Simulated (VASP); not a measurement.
# KF (R-3m) in VASP: a series of runs, part 2 of 2

VASP 6.6.1. Earlier steps stand in the parts before.

### Step 4. Single point, LDA

This run uses another cell than the first one, of 17.48 Å³/atom, 1.050 times its volume.

The input, INCAR:

```
PREC = Accurate ; ENCUT = 520
EDIFF = 1E-7 ; ISMEAR = 0
SIGMA = 0.05 ; LREAL = F
LASPH = T ; NELM = 80
ALGO = Normal ; ISIF = 2
LWAVE = F ; LCHARG = T
GGA = CA ; LELF = T
LVHAR = T ; NBANDS = 15
```

The input, KPOINTS:

```
regular mesh
0
Gamma
  8 8 8
```

The input, POSCAR:

```
KF
1.0
    0.1121224271      2.6526608047      2.6526608047
    2.6526608047      0.1121224271      2.6526608047
    2.6526608047      2.6526608047      0.1121224271
K F
1 1
Direct
    0.0000000000      0.0000000000      0.0000000000
    0.5000000000      0.5000000000      0.5000000000
```

Potentials or basis: VASP PAW LDA potentials, release 64 (K_sv, F).

The run is started by

```console
> cat potpaw_LDA.64/K_sv/POTCAR potpaw_LDA.64/F/POTCAR > POTCAR
> mpirun -np 1 vasp_std > vasp.out
```

OUTCAR:

```text
PREC = Accurate
   ENCUT = 520
   EDIFF = 1E-7
   ISMEAR = 0
   LREAL = F
   LASPH = T
   NELM = 80
   ISIF = 2
   GGA = CA

 ion  position               nearest neighbor table
   1  0.000  0.000  0.000-   2 2.60   2 2.60   2 2.60   2 2.60   2 2.60   2 2.60
   2  0.500  0.500  0.500-   1 2.60   1 2.60   1 2.60   1 2.60   1 2.60   1 2.60

  LATTYP: Found a trigonal (rhomboedric) cell.
 ALAT       =     3.7531040657
 COS(alpha) =     0.5417839405

  Lattice vectors:

 A1 = (   0.1121224271,   2.6526608047,   2.6526608047)
 A2 = (   2.6526608047,   0.1121224271,   2.6526608047)
 A3 = (   2.6526608047,   2.6526608047,   0.1121224271)

Analysis of symmetry for initial positions (statically):
=====================================================================
 Subroutine PRICEL returns:
 Original cell was already a primitive cell.

 Routine SETGRP: Setting up the symmetry group for a
 trigonal (rhombohedral) supercell.

 Subroutine GETGRP returns: Found 12 space group operations
 (whereof 12 operations were pure point group operations)
 out of a pool of 12 trial point group operations.

The static configuration has the point symmetry D_3d.

Analysis of symmetry for dynamics (positions and initial velocities):
=====================================================================
 Subroutine PRICEL returns:
 Original cell was already a primitive cell.

 Routine SETGRP: Setting up the symmetry group for a
 trigonal (rhombohedral) supercell.

 Subroutine GETGRP returns: Found 12 space group operations
 (whereof 12 operations were pure point group operations)
 out of a pool of 12 trial point group operations.

The dynamic configuration has the point symmetry D_3d.

 Subroutine INISYM returns: Found 12 space group operations
 (whereof 12 operations are pure point group operations),
 and found     1 'primitive' translations

----------------------------------------------------------------------------------------

                                     Primitive cell

  volume of cell :      34.9660

  direct lattice vectors                    reciprocal lattice vectors
     0.112122427  2.652660805  2.652660805    -0.200881940  0.192735417  0.192735417
     2.652660805  0.112122427  2.652660805     0.192735417 -0.200881940  0.192735417
     2.652660805  2.652660805  0.112122427     0.192735417  0.192735417 -0.200881940

  length of vectors
     3.753104066  3.753104066  3.753104066     0.338596272  0.338596272  0.338596272

  position of ions in fractional coordinates (direct lattice)
     0.000000000  0.000000000  0.000000000
     0.500000000  0.500000000  0.500000000

  ion indices of the primitive-cell ions
   primitive index   ion index
                 1           1
                 2           2

----------------------------------------------------------------------------------------

 KPOINTS: regular mesh

Automatic generation of k-mesh.
 Grid dimensions read from file:
 generate k-points for:    8    8    8

 Generating k-lattice:

[... 22 lines left out ...]
  0.500000  0.000000  0.000000      3.000000
  0.125000  0.125000  0.000000      6.000000
[... 16 lines left out ...]
  0.250000  0.125000  0.125000      6.000000
  0.375000  0.125000  0.125000      6.000000
 [... further k-points ...]
   k-points           NKPTS =     65   k-points in BZ     NKDIM =     65   number of bands    NBANDS=     15
   number of dos      NEDOS =    301   number of ions     NIONS =      2
   total plane-waves  NPLWV =  21952
   dimension x,y,z NGX =    28 NGY =   28 NGZ =   28
   dimension x,y,z NGXF=    56 NGYF=   56 NGZF=   56
   ions per type =               1   1
   NGX,Y,Z   is equivalent  to a cutoff of  12.40, 12.40, 12.40 a.u.
   NGXF,Y,Z  is equivalent  to a cutoff of  24.81, 24.81, 24.81 a.u.
 SYSTEM =  unknown system
   PREC   = accura    normal or accurate (medium, high low for compatibility)
   ISTART =      0    job   : 0-new  1-cont  2-samecut
   ICHARG =      2    charge: 1-file 2-atom 10-const
   ISPIN  =      1    spin polarized calculation?
   LNONCOLLINEAR =      F non collinear calculations
   LSORBIT =      F    spin-orbit coupling
   LASPH  =      T    aspherical Exc in radial PAW
   ENCUT  =  520.0 eV  38.22 Ry    6.18 a.u.   6.98  6.98  6.98*2*pi/ulx,y,z
   NELM   =     80;   NELMIN=  2; NELMDL= -5     # of ELM steps
   EDIFF  = 0.1E-06   stopping-criterion for ELM
   LREAL  =      F    real-space projection
   EDIFFG = 0.1E-05   stopping-criterion for IOM
   NSW    =      0    number of steps for IOM
   IBRION =     -1    ionic relax: 0-MD 1-quasi-New 2-CG
   NFREE  =      0    steps in history (QN), initial steepest desc. (CG)
   ISIF   =      2    stress and relaxation
   ISYM   =      2    0-nonsym 1-usesym 2-fastsym
   POTIM  = 0.5000    time-step for ionic-motion
   TEBEG  =    0.0;   TEEND  =   0.0 temperature during run
   PSTRESS=    0.0 pullay stress
   NELECT =      16.0000    total number of electrons
   NUPDOWN=      -1.0000    fix difference up-down
   EMIN   =  10.00;   EMAX   =-10.00  energy-range for DOS
   EFERMI =   0.00;   METHOD = LEGACY
   ISMEAR =     0;   SIGMA  =   0.05  broadening in eV -4-tet -1-fermi 0-gaus
   EFERMI_NEDOS =   21; number of points for ismear=-14 and -15
   IALGO  =     38    algorithm
   IMIX   =      4    mixing-type and parameters
     AMIX     =   0.40;   BMIX     =  1.00
     AMIX_MAG =   1.60;   BMIX_MAG =  1.00
  volume/ion in A,a.u.               =      17.48       117.98
  Fermi-wavevector in a.u.,A,eV,Ry     =   1.261536  2.383957 21.653292  1.591472
  Thomas-Fermi vector in A             =   2.394990
   LORBIT       =      0    0 simple, 1 ext, 2 COOP (PROOUT), +10 PAW based schemes
   GGA     = CA    functional components
   LHFCALC =     F    Hartree Fock is set to
   AEXX    =    0.0000 exact exchange contribution
   IVDW    =     0    specifies the selected vdW correction
   LEPSILON=     F    determine dielectric tensor
   LRPA    =     F    only Hartree local field effects (RPA)
 non-spin polarized calculation
 Gauss-broadening in eV      SIGMA  =   0.05
  energy-cutoff  :      520.00
  volume of cell :       34.97
 maximum number of plane-waves:       978
   NGX = 13   NGY = 13   NGZ = 13

 number of electron      15.9999994 magnetization

 Free energy of the ion-electron system (eV)
  ---------------------------------------------------
  ext. energy  EPLUGINS =         0.00000000
  ---------------------------------------------------
  free energy    TOTEN  =        -9.06275123 eV

  energy without entropy =       -9.06275123  energy(sigma->0) =       -9.06275123

 E-fermi :  -2.6103     XC(G=0):  -9.5376

 val. band max:       -2.9409653029   @ k =   0.0000   0.0000   0.0000
 cond. band min:       3.2716933220   @ k =   0.0000   0.0000   0.0000
 fundamental gap:      6.2126586250
 Fermi energy:        -2.6102798385

 k-point     1 :       0.0000    0.0000    0.0000
  band No.  band energies     occupation
      1     -28.4126      2.00000
      2     -21.2304      2.00000
      3     -11.8415      2.00000
      4     -11.7807      2.00000
      5     -11.7807      2.00000
      6      -3.0059      2.00000
      7      -2.9410      2.00000
      8      -2.9410      2.00000
      9       3.2717      0.00000
     10       7.3060      0.00000
     11       7.9755      0.00000
     12       7.9755      0.00000
     13       9.6537      0.00000
     14       9.6537      0.00000
[... 401 lines left out ...]
      2     -21.3302      2.00000
      3     -12.0545      2.00000
      4     -11.9169      2.00000
      5     -11.8073      2.00000
      6      -3.6402      2.00000
      7      -3.2802      2.00000
      8      -3.1578      2.00000
      9       5.5118      0.00000
     10       6.9362      0.00000
     11       8.7505      0.00000
     12       9.1445      0.00000
     13      10.6189      0.00000
     14      10.8545      0.00000
     15      15.7750      0.00000

 [... further k-points ...]

------------------------ aborting loop because EDIFF is reached ----------------------------------------

  FORCE on cell =-STRESS in cart. coord.  units (eV):
  Direction    XX          YY          ZZ          XY          YZ          ZX
  --------------------------------------------------------------------------------------
  -------------------------------------------------------------------------------------
  Total       -0.1284735     -0.1284735     -0.1284735     -0.1467006     -0.1467006     -0.1467006
  in kB       -5.8867839     -5.8867839     -5.8867839     -6.7219688     -6.7219688     -6.7219688
  external PRESSURE =      -5.8867839 kB  Pullay stress =       0.0000000 kB

 VOLUME and BASIS-vectors are now :
 -----------------------------------------------------------------------------
  energy-cutoff  :      520.00
  volume of cell :       34.97
      direct lattice vectors                 reciprocal lattice vectors
     0.112122427  2.652660805  2.652660805    -0.200881940  0.192735417  0.192735417
     2.652660805  0.112122427  2.652660805     0.192735417 -0.200881940  0.192735417
     2.652660805  2.652660805  0.112122427     0.192735417  0.192735417 -0.200881940

 POSITION                                       TOTAL-FORCE (eV/Angst)
 -----------------------------------------------------------------------------------
      0.00000      0.00000      0.00000        -0.000000      0.000000      0.000000
      2.70872      2.70872      2.70872         0.000000     -0.000000     -0.000000
 -----------------------------------------------------------------------------------
    total drift:                                0.000000      0.000000      0.000000

  FREE ENERGIE OF THE ION-ELECTRON SYSTEM (eV)
  ---------------------------------------------------
  free  energy   TOTEN  =        -9.0627512274 eV

  energy  without entropy=       -9.0627512274  energy(sigma->0) =       -9.06275123
```

OSZICAR:

```text
N       E                     dE             d eps       ncg     rms          rms(c)
DAV:   1     0.116925685512E+03    0.11693E+03   -0.82050E+03  1950   0.105E+03
DAV:   2    -0.538611797616E+01   -0.12231E+03   -0.10836E+03  2455   0.292E+02
DAV:   3    -0.101196982079E+02   -0.47336E+01   -0.47060E+01  2559   0.529E+01
DAV:   4    -0.102442957518E+02   -0.12460E+00   -0.12457E+00  2561   0.863E+00
DAV:   5    -0.102472237365E+02   -0.29280E-02   -0.29280E-02  2676   0.102E+00    0.628E+00
DAV:   6    -0.913740950488E+01    0.11098E+01   -0.30550E+00  2041   0.154E+01    0.463E+00
DAV:   7    -0.908922449216E+01    0.48185E-01   -0.77592E-02  2482   0.222E+00    0.277E+00
DAV:   8    -0.906271866811E+01    0.26506E-01   -0.46916E-02  2461   0.212E+00    0.219E-01
DAV:   9    -0.906265361862E+01    0.65049E-04   -0.32060E-03  2216   0.484E-01    0.995E-02
DAV:  10    -0.906275252195E+01   -0.98903E-04   -0.29067E-04  2577   0.185E-01    0.464E-02
DAV:  11    -0.906274858275E+01    0.39392E-05   -0.39826E-05  2580   0.745E-02    0.139E-02
DAV:  12    -0.906275113613E+01   -0.25534E-05   -0.38162E-06  2534   0.211E-02    0.190E-03
DAV:  13    -0.906275125388E+01   -0.11775E-06   -0.32654E-07  2616   0.518E-03    0.225E-03
DAV:  14    -0.906275122743E+01    0.26448E-07   -0.90769E-08  1593   0.316E-03
   1 F= -.90627512E+01 E0= -.90627512E+01  d E =-.113471E-22
```

stdout:

```text
POSCAR found type information on POSCAR K F
 POSCAR found :  2 types and       2 ions
 scaLAPACK will be used
 LDA part: xc-table for (Slater(with rela. corr.)+CA(PZ))
 , standard interpolation
 POSCAR, INCAR and KPOINTS ok, starting setup
 FFT: planning ... GRIDC
 FFT: planning ... GRID_SOFT
 FFT: planning ... GRID
 WAVECAR not read
 entering main loop
```

It took 23 s on 1 thread of AMD EPYC 7R13 (Zen 3), shared host; peak memory 0.13 GiB.

Results:

```yaml
Free_energy: -9.0628 eV
Pressure: -0.6 GPa
Band_gap_on_the_k_mesh: 6.21 eV, direct
```

Stress tensor (GPa, compression positive):
```
-0.59 -0.67 -0.67
-0.67 -0.59 -0.67
-0.67 -0.67 -0.59
```

Levels at points of the mesh, in eV from the valence-band top:
```tsv
k point	band 5	band 6	band 7	band 8	band 9	band 10	band 11	band 12
(0.00, 0.00, 0.00)	-8.84	-0.06	0.00	0.00	6.21	10.25	10.92	10.92
(0.50, 0.00, 0.00)	-8.90	-0.99	-0.56	-0.44	9.13	10.90	12.06	12.69
(0.50, 0.50, 0.00)	-9.12	-0.19	-0.08	-0.03	7.90	10.54	12.08	13.95
(0.50, 0.50, 0.50)	-8.86	-0.97	-0.38	-0.38	8.92	10.66	12.24	12.24
```

A k mesh can miss the band edges. Expect the measured gap to be larger: semilocal functionals such as LDA lack the derivative discontinuity.

### Step 5. Single point, LDA

This run uses another cell than the first one, of 17.48 Å³/atom, 1.050 times its volume.

The input, INCAR:

```
  ALGO = Normal
  EDIFF = 1E-6
  ENCUT = 520
  GGA = CA
  ISIF = 2
  ISMEAR = 0
  LASPH = True
  LCHARG = False
  LREAL = False
  LWAVE = False
  NBANDS = 15
  NELM = 80
  PREC = Accurate
  SIGMA = 0.05
```

The input, KPOINTS:

```
k-points
0
Gamma
  8 8 8
```

The input, POSCAR:

```
KF
1.0
   -0.1097707964      2.5416977154      2.5416977154
    2.5416977154     -0.1097707964      2.5416977154
    2.5416977154      2.5416977154     -0.1097707964
K F
1 1
Direct
    0.0000000000      0.0000000000      0.0000000000
    0.5000000000      0.5000000000      0.5000000000
```

The run is started by

```console
> cat potpaw_LDA.64/K_sv/POTCAR potpaw_LDA.64/F/POTCAR > POTCAR
> mpirun -np 1 vasp_std > vasp.out
```

Wall time 21 s (1 thread of AMD EPYC 7R13 (Zen 3), shared host); peak memory 0.13 GiB.

Results (log left out):

```
Free energy            : -9.0644 eV
Pressure               : -0.6 GPa
Band gap on the k mesh : 6.20 eV, direct
```

Stress tensor (GPa, compression positive):
```
-0.58  0.50  0.50
 0.50 -0.58  0.50
 0.50  0.50 -0.58
```

Levels at points of the mesh, in eV from the valence-band top:
```csv
k point,band 5,band 6,band 7,band 8,band 9,band 10,band 11,band 12
"(0.00, 0.00, 0.00)",-8.84,-0.05,-0.05,0.00,6.20,10.42,10.42,11.21
"(0.50, 0.00, 0.00)",-8.89,-0.99,-0.51,-0.40,9.03,10.76,11.96,12.65
"(0.50, 0.50, 0.00)",-9.12,-0.20,-0.09,-0.05,7.90,10.53,12.06,13.93
"(0.50, 0.50, 0.50)",-8.96,-1.00,-0.57,-0.57,9.21,11.03,12.40,12.40
```

A k mesh can miss the band edges. LDA gaps usually lie below the measured ones, often by a third to a half.

### Step 6. The runs side by side

| cell | gap on the mesh (eV) | pressure (GPa) |
| --- | --- | --- |
| a = 3.539 Å, angles 62.8°, 2 atoms | 6.49 | 1.7 |
| a = 3.560 Å, angles 63.6°, 2 atoms | 6.28 | 0.0 |
| a = 3.753 Å, angles 57.2°, 2 atoms | 6.21 | -0.6 |
| a = 3.596 Å, angles 62.8°, 2 atoms | 6.20 | -0.6 |

Alike in all rows: task single point; level LDA; potentials or basis VASP PAW LDA potentials, release 64 (K_sv, F); no spin polarisation; k mesh 8 × 8 × 8; cutoff (eV) 520; smearing gaussian 0.05 eV.

Absolute energies hang on the potentials; compare differences alone.
